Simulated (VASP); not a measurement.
# ScAl2Sb2As (Cmmm) in VASP: single point with PBE

Aim: the single point of ScAl2Sb2As with PBE.

Program: VASP 6.6.1. These are calculated values, not measurements. Logs are shortened: lines on timing, memory, paths and dates and some standing lists are left out, and cuts for length are marked.

## (1) The cell of the first run

The structure is orthorhombic, space group Cmmm (No. 65). Conventional cell: a = 7.840 Å, b = 9.692 Å, c = 4.107 Å, α = 90.00°, β = 90.00°, γ = 90.00°. Within 3.8 Å of Sc (site symmetry mmm) lie 2 Sb at 2.81 Å and 8 Al at 3.73 Å. Within 4.2 Å of Al (site symmetry 2/m) lie 4 Sb at 2.86 Å and 2 As at 3.12 Å and 4 Sc at 3.73 Å and 4 Al at 3.92 to 4.11 Å. Sb (site symmetry m2m) has 1 Sc at 2.81 Å and 4 Al at 2.86 Å and 2 As at 2.89 Å within 3.7 Å. Within 3.8 Å of As (site symmetry mmm) lie 4 Sb at 2.89 Å and 4 Al at 3.12 Å.

## (2) Single point, PBE

File POSCAR:

```
ScAl2Sb2As
1.0
    3.9198561925     -4.8461459944      0.0000000000
    3.9198561925      4.8461459944      0.0000000000
    0.0000000000      0.0000000000      4.1072877383
Sc Al Sb As
1 2 2 1
Direct
    0.0000000000      0.0000000000      0.0000000000
    0.5000000000      0.0000000000      0.5000000000
    0.0000000000      0.5000000000      0.5000000000
    0.7102522854      0.2897477146      0.0000000000
    0.2897477146      0.7102522854      0.0000000000
    0.5000000000      0.5000000000      0.5000000000
```

File INCAR.step1:

```
SYSTEM = ScAl2Sb2As
  PREC = Accurate
  ENCUT = 400
  EDIFF = 1E-6
  ISMEAR = 0
  SIGMA = 0.1
  LREAL = .FALSE.
  LASPH = .TRUE.
  NELM = 120
  ALGO = Normal
  ISIF = 2
  LWAVE = .FALSE.
  LCHARG = .TRUE.
  LMAXMIX = 4
  GGA = PE
  NBANDS = 25
  GGA_COMPAT = .FALSE.
  NEDOS = 2001
  LORBIT = 11
```

File KPOINTS.step1:

```
Automatic mesh
0
G
  6 6 10
  0 0 0
```

File INCAR.step2:

```
SYSTEM = ScAl2Sb2As
  PREC = Accurate
  ENCUT = 400
  EDIFF = 1E-6
  ISMEAR = -5
  SIGMA = 0.1
  LREAL = .FALSE.
  LASPH = .TRUE.
  NELM = 120
  ALGO = Normal
  ISIF = 2
  LWAVE = .FALSE.
  LCHARG = .FALSE.
  LMAXMIX = 4
  GGA = PE
  LORBIT = 11
  NBANDS = 25
  NEDOS = 1001
  ICHARG = 11
  GGA_COMPAT = .FALSE.
```

File KPOINTS.step2:

```
Automatic mesh
0
G
  9 9 15
  0 0 0
```

Potentials or basis: VASP PAW PBE potentials, release 64 (Sc_sv, Al, Sb, As).

The run is started by

```
> cat potpaw_PBE.64/Sc_sv/POTCAR potpaw_PBE.64/Al/POTCAR potpaw_PBE.64/Sb/POTCAR potpaw_PBE.64/As/POTCAR > POTCAR
> cp INCAR.step1 INCAR
> cp KPOINTS.step1 KPOINTS
> mpirun -np 1 vasp_std > vasp.out
> cp INCAR.step2 INCAR
> cp KPOINTS.step2 KPOINTS
> mpirun -np 1 vasp_std > vasp.out
```

OUTCAR:

```text
SYSTEM = ScAl2Sb2As
   PREC = Accurate
   ENCUT = 400
   EDIFF = 1E-6
   ISMEAR = -5
   LREAL = .FALSE.
   LASPH = .TRUE.
   NELM = 120
   ISIF = 2
   GGA = PE
   LORBIT = 11
   ICHARG = 11

 ion  position               nearest neighbor table
   1  0.000  0.000  0.000-   4 2.81   5 2.81
   2  0.500  0.000  0.500-   4 2.86   5 2.86   4 2.86   5 2.86   6 3.12   6 3.12
   3  0.000  0.500  0.500-   4 2.86   5 2.86   4 2.86   5 2.86   6 3.12   6 3.12
   4  0.710  0.290  0.000-   1 2.81   2 2.86   3 2.86   2 2.86   3 2.86   6 2.89   6 2.89
   5  0.290  0.710  0.000-   1 2.81   2 2.86   3 2.86   2 2.86   3 2.86   6 2.89   6 2.89
   6  0.500  0.500  0.500-   4 2.89   5 2.89   4 2.89   5 2.89   2 3.12   3 3.12   2 3.12   3 3.12

  LATTYP: Found a base centered orthorhombic cell.
 ALAT       =     7.8397123850
 B/A-ratio  =     1.2363070879
 C/A-ratio  =     0.5239079620

  Lattice vectors:

 A1 = (   3.9198561925,  -4.8461459944,   0.0000000000)
 A2 = (   3.9198561925,   4.8461459944,   0.0000000000)
 A3 = (   0.0000000000,   0.0000000000,   4.1072877383)

Analysis of symmetry for initial positions (statically):
=====================================================================
 Subroutine PRICEL returns:
 Original cell was already a primitive cell.

 Routine SETGRP: Setting up the symmetry group for a
 base centered orthorhombic supercell.

 Subroutine GETGRP returns: Found  8 space group operations
 (whereof  8 operations were pure point group operations)
 out of a pool of  8 trial point group operations.

The static configuration has the point symmetry D_2h.

Analysis of symmetry for dynamics (positions and initial velocities):
=====================================================================
 Subroutine PRICEL returns:
 Original cell was already a primitive cell.

 Routine SETGRP: Setting up the symmetry group for a
 base centered orthorhombic supercell.

 Subroutine GETGRP returns: Found  8 space group operations
 (whereof  8 operations were pure point group operations)
 out of a pool of  8 trial point group operations.

The dynamic configuration has the point symmetry D_2h.

 Subroutine INISYM returns: Found  8 space group operations
 (whereof  8 operations are pure point group operations),
 and found     1 'primitive' translations

----------------------------------------------------------------------------------------

                                     Primitive cell

  volume of cell :     156.0457

  direct lattice vectors                    reciprocal lattice vectors
     3.919856193 -4.846145994  0.000000000     0.127555700 -0.103174770  0.000000000
     3.919856193  4.846145994  0.000000000     0.127555700  0.103174770  0.000000000
     0.000000000  0.000000000  4.107287738     0.000000000  0.000000000  0.243469672

  length of vectors
     6.233009191  6.233009191  4.107287738     0.164059409  0.164059409  0.243469672

  position of ions in fractional coordinates (direct lattice)
     0.000000000  0.000000000  0.000000000
     0.500000000  1.000000000  0.500000000
     1.000000000  0.500000000  0.500000000
     0.710252285  0.289747715  0.000000000
     0.289747715  0.710252285  0.000000000
     0.500000000  0.500000000  0.500000000

  ion indices of the primitive-cell ions
   primitive index   ion index
                 1           1
                 2           2
                 3           3
                 4           4
                 5           5
                 6           6

----------------------------------------------------------------------------------------

 KPOINTS: Automatic mesh

Automatic generation of k-mesh.
 Grid dimensions read from file:
 generate k-points for:    9    9   15

 Generating k-lattice:

  Cartesian coordinates                     Fractional coordinates (reciprocal lattice)
     0.014172856 -0.011463863  0.000000000     0.111111111 -0.000000000  0.000000000
     0.014172856  0.011463863  0.000000000    -0.000000000  0.111111111  0.000000000
     0.000000000  0.000000000  0.016231311     0.000000000  0.000000000  0.066666667

  Length of vectors
     0.018228823  0.018228823  0.016231311

  Shift w.r.t. Gamma in fractional coordinates (k-lattice)
     0.000000000  0.000000000  0.000000000

 TETIRR: Found   1826 inequivalent tetrahedra from     7290

 Subroutine IBZKPT returns following result:
 ===========================================

 Found    200 irreducible k-points:

 Following reciprocal coordinates:
            Coordinates               Weight
  0.000000  0.000000  0.000000      1.000000
  0.111111  0.000000  0.000000      4.000000
  0.222222  0.000000  0.000000      4.000000
  0.333333  0.000000  0.000000      4.000000
  0.444444  0.000000  0.000000      4.000000
  0.111111  0.111111  0.000000      2.000000
[... 16 lines left out ...]
 -0.333333  0.333333  0.000000      2.000000
  0.444444  0.444444  0.000000      2.000000
 [... further k-points ...]
   k-points           NKPTS =    200   k-points in BZ     NKDIM =    200   number of bands    NBANDS=     25
   number of dos      NEDOS =   1001   number of ions     NIONS =      6
   total plane-waves  NPLWV =  49392
   dimension x,y,z NGX =    42 NGY =   42 NGZ =   28
   dimension x,y,z NGXF=    84 NGYF=   84 NGZF=   56
   ions per type =               1   2   2   1
   NGX,Y,Z   is equivalent  to a cutoff of  11.20, 11.20, 11.33 a.u.
   NGXF,Y,Z  is equivalent  to a cutoff of  22.40, 22.40, 22.67 a.u.
 SYSTEM =  ScAl2Sb2As
   PREC   = accura    normal or accurate (medium, high low for compatibility)
   ISTART =      0    job   : 0-new  1-cont  2-samecut
   ICHARG =     11    charge: 1-file 2-atom 10-const
   ISPIN  =      1    spin polarized calculation?
   LNONCOLLINEAR =      F non collinear calculations
   LSORBIT =      F    spin-orbit coupling
   LASPH  =      T    aspherical Exc in radial PAW
   ENCUT  =  400.0 eV  29.40 Ry    5.42 a.u.  10.16 10.16  6.70*2*pi/ulx,y,z
   NELM   =    120;   NELMIN=  2; NELMDL=  0     # of ELM steps
   EDIFF  = 0.1E-05   stopping-criterion for ELM
   LREAL  =      F    real-space projection
   EDIFFG = 0.1E-04   stopping-criterion for IOM
   NSW    =      0    number of steps for IOM
   IBRION =     -1    ionic relax: 0-MD 1-quasi-New 2-CG
   NFREE  =      0    steps in history (QN), initial steepest desc. (CG)
   ISIF   =      2    stress and relaxation
   ISYM   =      2    0-nonsym 1-usesym 2-fastsym
   POTIM  = 0.5000    time-step for ionic-motion
   TEBEG  =    0.0;   TEEND  =   0.0 temperature during run
   PSTRESS=    0.0 pullay stress
   NELECT =      32.0000    total number of electrons
   NUPDOWN=      -1.0000    fix difference up-down
   EMIN   =  10.00;   EMAX   =-10.00  energy-range for DOS
   EFERMI =   0.00;   METHOD = LEGACY
   ISMEAR =    -5;   SIGMA  =   0.10  broadening in eV -4-tet -1-fermi 0-gaus
   EFERMI_NEDOS =   21; number of points for ismear=-14 and -15
   IALGO  =     38    algorithm
   IMIX   =      4    mixing-type and parameters
     AMIX     =   0.40;   BMIX     =  1.00
     AMIX_MAG =   1.60;   BMIX_MAG =  1.00
  volume/ion in A,a.u.               =      26.01       175.51
  Fermi-wavevector in a.u.,A,eV,Ry     =   0.965401  1.824343 12.680607  0.931998
  Thomas-Fermi vector in A             =   2.095114
   LORBIT       =     11    0 simple, 1 ext, 2 COOP (PROOUT), +10 PAW based schemes
   GGA     = PE    functional components
   LHFCALC =     F    Hartree Fock is set to
   AEXX    =    0.0000 exact exchange contribution
   IVDW    =     0    specifies the selected vdW correction
   LEPSILON=     F    determine dielectric tensor
   LRPA    =     F    only Hartree local field effects (RPA)
 non-spin polarized calculation
 Fermi weights with tetrahedron method with Bloechl corrections
  energy-cutoff  :      400.00
  volume of cell :      156.05
 maximum number of plane-waves:      2864
 NGX is ok and might be reduce to    42

 number of electron      31.9999996 magnetization

 Free energy of the ion-electron system (eV)
  ---------------------------------------------------
  ext. energy  EPLUGINS =         0.00000000
  ---------------------------------------------------
  free energy    TOTEN  =       -25.02040636 eV

  energy without entropy =      -25.02040636  energy(sigma->0) =      -25.02040636

 E-fermi :   5.7439     XC(G=0):  -9.3261

 val. band max:        5.8016617813   @ k =   0.4444   0.4444   0.3333
 cond. band min:       5.6671451069   @ k =  -0.1111   0.1111   0.2667
 fundamental gap:     -0.1345166744
 Fermi energy:         5.7438936706

 k-point     1 :       0.0000    0.0000    0.0000
  band No.  band energies     occupation
      1     -45.0594      2.00000
      2     -23.8621      2.00000
      3     -23.6418      2.00000
      4     -23.5278      2.00000
      5      -7.0870      2.00000
      6      -4.3435      2.00000
[... 17 lines left out ...]
     24       8.4232      0.00000
     25       8.5544      0.00000

 k-point     2 :       0.1111    0.0000    0.0000
  band No.  band energies     occupation
      1     -45.0593      2.00000
      2     -23.8621      2.00000
      3     -23.6418      2.00000
      4     -23.5278      2.00000
      5      -7.0658      2.00000
      6      -4.4553      2.00000
[... 17 lines left out ...]
     24       8.1679      0.00000
     25       8.5295      0.00000
[... 586 lines left out ...]
     24       7.9840      0.00000
     25       8.0931      0.00000

 k-point    24 :       0.4444    0.4444    0.0000
  band No.  band energies     occupation
      1     -45.0594      2.00000
      2     -23.8622      2.00000
      3     -23.6418      2.00000
      4     -23.5280      2.00000
      5      -6.7062      2.00000
      6      -5.3757      2.00000
[... 17 lines left out ...]
     24       8.2969      0.00000
     25       8.3250      0.00000

 [... further k-points ...]

------------------------ aborting loop because EDIFF is reached ----------------------------------------

  FORCE on cell =-STRESS in cart. coord.  units (eV):
  Direction    XX          YY          ZZ          XY          YZ          ZX
  --------------------------------------------------------------------------------------
  -------------------------------------------------------------------------------------
  Total       -0.0093300     -0.0841339      0.1032314      0.0000000      0.0000000      0.0000000
  in kB       -0.0957945     -0.8638333      1.0599143      0.0000000      0.0000000      0.0000000
  external PRESSURE =       0.0334288 kB  Pullay stress =       0.0000000 kB

 VOLUME and BASIS-vectors are now :
 -----------------------------------------------------------------------------
  energy-cutoff  :      400.00
  volume of cell :      156.05
      direct lattice vectors                 reciprocal lattice vectors
     3.919856193 -4.846145994  0.000000000     0.127555700 -0.103174770  0.000000000
     3.919856193  4.846145994  0.000000000     0.127555700  0.103174770  0.000000000
     0.000000000  0.000000000  4.107287738     0.000000000  0.000000000  0.243469672

 POSITION                                       TOTAL-FORCE (eV/Angst)
 -----------------------------------------------------------------------------------
      0.00000      0.00000      0.00000         0.000000     -0.000000      0.000000
      1.95993     -2.42307      2.05364        -0.000000     -0.000000      0.000000
      1.95993      2.42307      2.05364        -0.000000     -0.000000      0.000000
      3.91986     -2.03783      0.00000         0.000000     -0.002456      0.000000
      3.91986      2.03783      0.00000         0.000000      0.002456     -0.000000
      3.91986      0.00000      2.05364         0.000000     -0.000000      0.000000
 -----------------------------------------------------------------------------------
    total drift:                                0.000000      0.000000     -0.000000

  FREE ENERGIE OF THE ION-ELECTRON SYSTEM (eV)
  ---------------------------------------------------
  free  energy   TOTEN  =       -25.0204063633 eV

  energy  without entropy=      -25.0204063633  energy(sigma->0) =      -25.02040636

 total charge

# of ion       s       p       d       tot
------------------------------------------
    1        2.173   6.054   1.007   9.234
    2        0.473   0.267   0.000   0.740
    3        0.473   0.267   0.000   0.740
    4        1.164   1.274   0.051   2.488
    5        1.164   1.274   0.051   2.488
    6        1.337   1.267   0.043   2.647
--------------------------------------------------
tot          6.783  10.403   1.151  18.337
```

Wall time 13 min (1 thread of Intel Xeon 8259CL, shared host); peak memory 0.65 GiB.

Results:

* Valence electrons inside the program's atomic spheres: Sc 9.23; Al 0.74; Sb 2.49; As 2.65

Caveat: spin-orbit coupling is left out, which moves the levels of the heavy elements; tetrahedron occupations give inexact forces and stress in metals.
